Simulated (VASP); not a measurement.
# TiB (F-43m) in VASP: further runs

The runs below take TiB through single point, relaxation of cell and atoms, with PBEsol.

All numbers are computed with VASP 6.6.1; they aren't measurements. Logs are shortened: lines on timing, memory, paths and dates and some standing lists are left out, and cuts for length are marked.

**1. The cell of the first run**

It takes space group F-43m (No. 216, cubic). The conventional cell has a = 4.946 Å, b = 4.946 Å, c = 4.946 Å, α = 90.00°, β = 90.00°, γ = 90.00°. Ti (site symmetry -43m) has 4 B at 2.14 Å within 2.8 Å. Within 2.8 Å of B (site symmetry -43m) lie 4 Ti at 2.14 Å.

**2. Single point, PBEsol (volume scaled by 1.02)**

Input file INCAR:

```
SYSTEM = TiB
  ALGO = Normal
  EDIFF = 1E-6
  ENCUT = 520
  GGA = PS
  ISIF = 2
  ISMEAR = -1
  LASPH = .True.
  LCHARG = .True.
  LELF = .True.
  LREAL = .False.
  LVHAR = .True.
  LWAVE = .False.
  NBANDS = 14
  NELM = 100
  PREC = Accurate
  SIGMA = 0.15
```

Input file KPOINTS:

```
k-points
0
Gamma
  14 14 14
  0 0 0
```

Input file POSCAR:

```
TiB
1.0
    0.0000000000      2.4730992810      2.4730992810
    2.4730992810      0.0000000000      2.4730992810
    2.4730992810      2.4730992810      0.0000000000
Ti B
1 1
Direct
    0.7500000000      0.7500000000      0.7500000000
    0.0000000000      0.0000000000      0.0000000000
```

Potentials or basis: VASP PAW PBE potentials, release 64 (Ti_sv, B).

On the command line:

```bash
$ cat potpaw_PBE.64/Ti_sv/POTCAR potpaw_PBE.64/B/POTCAR > POTCAR
$ mpirun -np 1 vasp_std > vasp.out
```

OUTCAR:

```text
SYSTEM = TiB
   EDIFF = 1E-6
   ENCUT = 520
   GGA = PS
   ISIF = 2
   ISMEAR = -1
   LASPH = .True.
   LREAL = .False.
   NELM = 100
   PREC = Accurate

 ion  position               nearest neighbor table
   1  0.750  0.750  0.750-   2 2.14   2 2.14   2 2.14   2 2.14
   2  0.000  0.000  0.000-   1 2.14   1 2.14   1 2.14   1 2.14

  LATTYP: Found a face centered cubic cell.
 ALAT       =     4.9461985620

  Lattice vectors:

 A1 = (   0.0000000000,   2.4730992810,   2.4730992810)
 A2 = (   2.4730992810,   0.0000000000,   2.4730992810)
 A3 = (   2.4730992810,   2.4730992810,   0.0000000000)

Analysis of symmetry for initial positions (statically):
=====================================================================
 Subroutine PRICEL returns:
 Original cell was already a primitive cell.

 Routine SETGRP: Setting up the symmetry group for a
 face centered cubic supercell.

 Subroutine GETGRP returns: Found 24 space group operations
 (whereof 24 operations were pure point group operations)
 out of a pool of 48 trial point group operations.

The static configuration has the point symmetry T_d .

Analysis of symmetry for dynamics (positions and initial velocities):
=====================================================================
 Subroutine PRICEL returns:
 Original cell was already a primitive cell.

 Routine SETGRP: Setting up the symmetry group for a
 face centered cubic supercell.

 Subroutine GETGRP returns: Found 24 space group operations
 (whereof 24 operations were pure point group operations)
 out of a pool of 48 trial point group operations.

The dynamic configuration has the point symmetry T_d .

 Subroutine INISYM returns: Found 24 space group operations
 (whereof 24 operations are pure point group operations),
 and found     1 'primitive' translations

----------------------------------------------------------------------------------------

                                     Primitive cell

  volume of cell :      30.2520

  direct lattice vectors                    reciprocal lattice vectors
     0.000000000  2.473099281  2.473099281    -0.202175466  0.202175466  0.202175466
     2.473099281  0.000000000  2.473099281     0.202175466 -0.202175466  0.202175466
     2.473099281  2.473099281  0.000000000     0.202175466  0.202175466 -0.202175466

  length of vectors
     3.497490544  3.497490544  3.497490544     0.350178179  0.350178179  0.350178179

  position of ions in fractional coordinates (direct lattice)
     0.750000000  0.750000000  0.750000000
     0.000000000  0.000000000  0.000000000

  ion indices of the primitive-cell ions
   primitive index   ion index
                 1           1
                 2           2

----------------------------------------------------------------------------------------

 KPOINTS: k-points

Automatic generation of k-mesh.
 Grid dimensions read from file:
 generate k-points for:   14   14   14

 Generating k-lattice:

  Cartesian coordinates                     Fractional coordinates (reciprocal lattice)
    -0.014441105  0.014441105  0.014441105     0.071428571  0.000000000  0.000000000
     0.014441105 -0.014441105  0.014441105     0.000000000  0.071428571  0.000000000
     0.014441105  0.014441105 -0.014441105     0.000000000  0.000000000  0.071428571

  Length of vectors
     0.025012727  0.025012727  0.025012727

  Shift w.r.t. Gamma in fractional coordinates (k-lattice)
     0.000000000  0.000000000  0.000000000

 Subroutine IBZKPT returns following result:
 ===========================================

 Found    104 irreducible k-points:

 Following reciprocal coordinates:
            Coordinates               Weight
  0.000000  0.000000  0.000000      1.000000
  0.071429  0.000000  0.000000      8.000000
  0.142857  0.000000  0.000000      8.000000
  0.214286  0.000000  0.000000      8.000000
  0.285714  0.000000  0.000000      8.000000
  0.357143  0.000000  0.000000      8.000000
[... 16 lines left out ...]
  0.214286  0.142857  0.000000     24.000000
  0.285714  0.142857  0.000000     24.000000
 [... further k-points ...]
   k-points           NKPTS =    104   k-points in BZ     NKDIM =    104   number of bands    NBANDS=     14
   number of dos      NEDOS =    301   number of ions     NIONS =      2
   total plane-waves  NPLWV =  21952
   dimension x,y,z NGX =    28 NGY =   28 NGZ =   28
   dimension x,y,z NGXF=    56 NGYF=   56 NGZF=   56
   ions per type =               1   1
   NGX,Y,Z   is equivalent  to a cutoff of  13.31, 13.31, 13.31 a.u.
   NGXF,Y,Z  is equivalent  to a cutoff of  26.62, 26.62, 26.62 a.u.
 SYSTEM =  TiB
   PREC   = accura    normal or accurate (medium, high low for compatibility)
   ISTART =      0    job   : 0-new  1-cont  2-samecut
   ICHARG =      2    charge: 1-file 2-atom 10-const
   ISPIN  =      1    spin polarized calculation?
   LNONCOLLINEAR =      F non collinear calculations
   LSORBIT =      F    spin-orbit coupling
   LASPH  =      T    aspherical Exc in radial PAW
   ENCUT  =  520.0 eV  38.22 Ry    6.18 a.u.   6.50  6.50  6.50*2*pi/ulx,y,z
   NELM   =    100;   NELMIN=  2; NELMDL= -5     # of ELM steps
   EDIFF  = 0.1E-05   stopping-criterion for ELM
   LREAL  =      F    real-space projection
[... 7 lines left out ...]
   TEBEG  =    0.0;   TEEND  =   0.0 temperature during run
   PSTRESS=    0.0 pullay stress
   NELECT =      15.0000    total number of electrons
   NUPDOWN=      -1.0000    fix difference up-down
   EMIN   =  10.00;   EMAX   =-10.00  energy-range for DOS
   EFERMI =   0.00;   METHOD = LEGACY
   ISMEAR =    -1;   SIGMA  =   0.15  broadening in eV -4-tet -1-fermi 0-gaus
   EFERMI_NEDOS =   21; number of points for ismear=-14 and -15
   IALGO  =     38    algorithm
   IMIX   =      4    mixing-type and parameters
     AMIX     =   0.40;   BMIX     =  1.00
     AMIX_MAG =   1.60;   BMIX_MAG =  1.00
  volume/ion in A,a.u.               =      15.13       102.08
  Fermi-wavevector in a.u.,A,eV,Ry     =   1.295747  2.448608 22.843658  1.678961
  Thomas-Fermi vector in A             =   2.427248
   LORBIT       =      0    0 simple, 1 ext, 2 COOP (PROOUT), +10 PAW based schemes
   GGA     = PS    functional components
   LHFCALC =     F    Hartree Fock is set to
   AEXX    =    0.0000 exact exchange contribution
   IVDW    =     0    specifies the selected vdW correction
   LEPSILON=     F    determine dielectric tensor
   LRPA    =     F    only Hartree local field effects (RPA)
 non-spin polarized calculation
  energy-cutoff  :      520.00
  volume of cell :       30.25
 maximum number of plane-waves:       869
 NGX is ok and might be reduce to    28
   NGX = 13   NGY = 13   NGZ = 13

 number of electron      15.0000003 magnetization

 Free energy of the ion-electron system (eV)
  ---------------------------------------------------
  ext. energy  EPLUGINS =         0.00000000
  ---------------------------------------------------
  free energy    TOTEN  =       -13.88751804 eV

  energy without entropy =      -13.75266699  energy(sigma->0) =      -13.82009251

 E-fermi :   4.6052     XC(G=0): -10.6127

 val. band max:        4.5956951569   @ k =   0.3571   0.2857   0.0000
 cond. band min:       4.6352535903   @ k =  -0.3571   0.2857   0.0714
 fundamental gap:      0.0395584334
 Fermi energy:         4.6051848922

 k-point     1 :       0.0000    0.0000    0.0000
  band No.  band energies     occupation
      1     -51.3469      2.00000
      2     -27.6623      2.00000
      3     -27.6623      2.00000
      4     -27.6623      2.00000
      5      -3.1650      2.00000
      6       3.5905      1.99770
      7       3.5905      1.99770
      8       3.5905      1.99770
      9       6.7083      0.00000
     10       6.7083      0.00000
     11      12.7339      0.00000
     12      13.0666      0.00000
     13      13.0666      0.00000
     14      13.0666      0.00000

 k-point     2 :       0.0714    0.0000    0.0000
  band No.  band energies     occupation
      1     -51.3463      2.00000
      2     -27.6688      2.00000
      3     -27.6633      2.00000
      4     -27.6633      2.00000
      5      -3.0796      2.00000
      6       3.5206      1.99855
      7       3.6249      1.99710
      8       3.6249      1.99710
      9       6.6839      0.00000
     10       6.6839      0.00000
     11      12.6427      0.00000
     12      13.0027      0.00000
     13      13.0027      0.00000
     14      13.0430      0.00000

 k-point     3 :       0.1429    0.0000    0.0000
  band No.  band energies     occupation
      1     -51.3445      2.00000
      2     -27.6871      2.00000
      3     -27.6661      2.00000
      4     -27.6661      2.00000
      5      -2.8301      2.00000
      6       3.3317      1.99959
      7       3.7169      1.99466
      8       3.7169      1.99466
      9       6.6332      0.00000
     10       6.6332      0.00000
     11      11.9306      0.00000
     12      12.8055      0.00000
     13      12.8055      0.00000
     14      13.4529      0.00000
[... 324 lines left out ...]
 k-point    23 :       0.2143    0.1429    0.0000
  band No.  band energies     occupation
      1     -51.3418      2.00000
      2     -27.7034      2.00000
      3     -27.6768      2.00000
      4     -27.6757      2.00000
      5      -2.4290      2.00000
      6       3.0384      1.99994
      7       3.9007      1.98191
      8       3.9170      1.97986
      9       6.1830      0.00005
     10       6.8828      0.00000
     11      11.4887      0.00000
     12      11.8242      0.00000
     13      12.4461      0.00000
     14      13.8118      0.00000

 k-point    24 :       0.2857    0.1429    0.0000
  band No.  band energies     occupation
      1     -51.3393      2.00000
      2     -27.7273      2.00000
      3     -27.6818      2.00000
      4     -27.6801      2.00000
      5      -2.0152      2.00000
      6       2.8331      1.99999
      7       3.9714      1.97118
      8       4.0470      1.95273
      9       6.1488      0.00007
     10       6.9468      0.00000
     11      10.3838      0.00000
     12      11.3796      0.00000
     13      12.1253      0.00000
     14      14.3743      0.00000

 [... further k-points ...]
[... 5 lines left out ...]
  --------------------------------------------------------------------------------------
  -------------------------------------------------------------------------------------
  Total       -0.3802999     -0.3802999     -0.3802999     -0.0000000      0.0000000     -0.0000000
  in kB      -20.1410497    -20.1410497    -20.1410497     -0.0000000      0.0000000     -0.0000000
  external PRESSURE =     -20.1410497 kB  Pullay stress =       0.0000000 kB

 VOLUME and BASIS-vectors are now :
 -----------------------------------------------------------------------------
  energy-cutoff  :      520.00
  volume of cell :       30.25
      direct lattice vectors                 reciprocal lattice vectors
     0.000000000  2.473099281  2.473099281    -0.202175466  0.202175466  0.202175466
     2.473099281  0.000000000  2.473099281     0.202175466 -0.202175466  0.202175466
     2.473099281  2.473099281  0.000000000     0.202175466  0.202175466 -0.202175466

 POSITION                                       TOTAL-FORCE (eV/Angst)
 -----------------------------------------------------------------------------------
      3.70965      3.70965      3.70965         0.000000     -0.000000      0.000000
      0.00000      0.00000      0.00000        -0.000000      0.000000      0.000000
 -----------------------------------------------------------------------------------
    total drift:                                0.000001      0.000001      0.000001

  FREE ENERGIE OF THE ION-ELECTRON SYSTEM (eV)
  ---------------------------------------------------
  free  energy   TOTEN  =       -13.8875180388 eV

  energy  without entropy=      -13.7526669875  energy(sigma->0) =      -13.82009251
```

It took 24 s on 1 thread of Intel Xeon 6975P-C (Granite Rapids), shared host; peak memory 0.19 GiB.

Results:

| Item | Value |
| --- | --- |
| Free energy | -13.8875 eV |
| Pressure | -2.0 GPa |

Caveat: the cell differs from its parent crystal (volume scaled by 1.02); the PAW data sets were made with another functional, which shifts forces and pressure a little.

**3. Relaxation of cell and atoms, PBEsol**

This run uses another cell than the first one, of 14.77 Å³/atom, 0.976 times its volume.

Input file INCAR:

```
  PREC = Accurate
  ENCUT = 600
  EDIFF = 1E-6
  ISMEAR = -1
  SIGMA = 0.15
  LREAL = False
  LASPH = True
  NELM = 100
  ALGO = Normal
  ISIF = 3
  LWAVE = False
  LCHARG = False
  GGA = PS
  IBRION = 2
  NSW = 80
  EDIFFG = -0.001
```

Input file KPOINTS:

```
Automatic mesh
0
Gamma
  14 14 14
```

Input file POSCAR:

```
TiB
1.0
    0.0000000000      2.4533420120      2.4533420120
    2.4533420120      0.0000000000      2.4533420120
    2.4533420120      2.4533420120      0.0000000000
Ti B
1 1
Direct
    0.7500000000      0.7500000000      0.7500000000
    0.0000000000      0.0000000000      0.0000000000
```

Potentials or basis: VASP PAW PBE potentials, release 64 (Ti_sv, B).

On the command line:

```bash
$ cat potpaw_PBE.64/Ti_sv/POTCAR potpaw_PBE.64/B/POTCAR > POTCAR
$ mpirun -np 1 vasp_std > vasp.out
```

OUTCAR:

```text
PREC = Accurate
   ENCUT = 600
   EDIFF = 1E-6
   ISMEAR = -1
   LREAL = False
   LASPH = True
   NELM = 100
   ISIF = 3
   GGA = PS
   IBRION = 2
   NSW = 80
   EDIFFG = -0.001

 ion  position               nearest neighbor table
   1  0.750  0.750  0.750-   2 2.12   2 2.12   2 2.12   2 2.12
   2  0.000  0.000  0.000-   1 2.12   1 2.12   1 2.12   1 2.12

  LATTYP: Found a face centered cubic cell.
 ALAT       =     4.9066840240

  Lattice vectors:

 A1 = (   0.0000000000,   2.4533420120,   2.4533420120)
 A2 = (   2.4533420120,   0.0000000000,   2.4533420120)
 A3 = (   2.4533420120,   2.4533420120,   0.0000000000)

Analysis of symmetry for initial positions (statically):
=====================================================================
[... 257 lines left out ...]
 cond. band min:       4.7859797134   @ k =  -0.3571   0.2857   0.0714
 fundamental gap:      0.0385784053
 Fermi energy:         4.7538974203

 k-point     1 :       0.0000    0.0000    0.0000
  band No.  band energies     occupation
      1     -51.1438      2.00000
      2     -27.4602      2.00000
      3     -27.4602      2.00000
      4     -27.4602      2.00000
      5      -3.0716      2.00000
      6       3.7143      1.99805
      7       3.7143      1.99805
      8       3.7143      1.99805
      9       6.8998      0.00000
     10       6.8998      0.00000
     11      13.0253      0.00000
[... 309 lines left out ...]
 k-point    24 :       0.2857    0.1429    0.0000
  band No.  band energies     occupation
      1     -51.1354      2.00000
      2     -27.5305      2.00000
      3     -27.4813      2.00000
      4     -27.4794      2.00000
      5      -1.8993      2.00000
      6       2.9516      1.99999
      7       4.1054      1.97384
      8       4.1831      1.95646
      9       6.3213      0.00006
     10       7.1453      0.00000
     11      10.6566      0.00000

 [... further k-points ...]
[... 5 lines left out ...]
  --------------------------------------------------------------------------------------
  -------------------------------------------------------------------------------------
  Total       -0.0015320     -0.0015320     -0.0015320      0.0000000      0.0000000      0.0000000
  in kB       -0.0827115     -0.0827115     -0.0827115      0.0000000      0.0000000      0.0000000
  external PRESSURE =      -0.0827115 kB  Pullay stress =       0.0000000 kB
[... 17 lines left out ...]
  FREE ENERGIE OF THE ION-ELECTRON SYSTEM (eV)
  ---------------------------------------------------
  free  energy   TOTEN  =       -13.8912625717 eV

  energy  without entropy=      -13.7597243314  energy(sigma->0) =      -13.82549345

 reached required accuracy - stopping structural energy minimisation
```

OSZICAR:

```text
N       E                     dE             d eps       ncg     rms          rms(c)
DAV:   1     0.111482324977E+03    0.11148E+03   -0.88298E+03  2288   0.163E+03
DAV:   2    -0.541094560588E+01   -0.11689E+03   -0.11407E+03  2306   0.378E+02
DAV:   3    -0.170134439337E+02   -0.11602E+02   -0.11145E+02  4146   0.105E+02
[... 25 lines left out ...]
DAV:   3    -0.138912302147E+02    0.11576E-03   -0.71638E-04  2787   0.285E-01    0.206E-02
DAV:   4    -0.138912397878E+02   -0.95731E-05   -0.13415E-04  2710   0.993E-02    0.175E-02
DAV:   5    -0.138912582293E+02   -0.18441E-04   -0.23506E-05  2813   0.425E-02    0.463E-03
DAV:   6    -0.138912617866E+02   -0.35573E-05   -0.14343E-05  3160   0.189E-02    0.488E-03
DAV:   7    -0.138912629180E+02   -0.11314E-05   -0.52854E-06  2368   0.284E-02    0.942E-03
DAV:   8    -0.138912625717E+02    0.34636E-06   -0.16648E-06  2231   0.184E-02
   3 F= -.13891263E+02 E0= -.13825493E+02  d E =-.230120E-03
```

Wall time 41 s (1 thread of Intel Xeon 6975P-C (Granite Rapids), shared host); peak memory 0.19 GiB.

Results:

| Property | Result |
| --- | --- |
| Free energy | -13.8913 eV |
| Relaxed volume | 14.84 Å³/atom |
| Relaxed cell | a = 3.475 Å, b = 3.475 Å, c = 3.475 Å, α = 60.00°, β = 60.00°, γ = 60.00° |
| Space group after relaxing (to 0.05 Å) | F-43m (No. 216) |
| Energy gained by relaxing | 0.1 meV/atom |
| Ionic steps | 3 |
| Pressure after relaxing | 0.0 GPa |

The path:
```tsv
step	energy change (eV)	largest force (eV/Å)	pressure (GPa)	volume (Å³)
1	0.0000	0.0000	0.52	29.53
2	-0.0002	0.0000	-0.20	29.74
3	-0.0002	0.0000	-0.01	29.68
```

Final structure:
```xyz
2
Lattice="0.0000 2.4573 2.4573 2.4573 0.0000 2.4573 2.4573 2.4573 0.0000" Properties=species:S:1:pos:R:3 pbc="T T T"
Ti    3.6860    3.6860    3.6860
B     0.0000    0.0000    0.0000
```

Caveat: the PAW data sets were made with another functional, which shifts forces and pressure a little. Zero-point motion and thermal expansion aren't in these numbers.

[end of part 1 of 2]
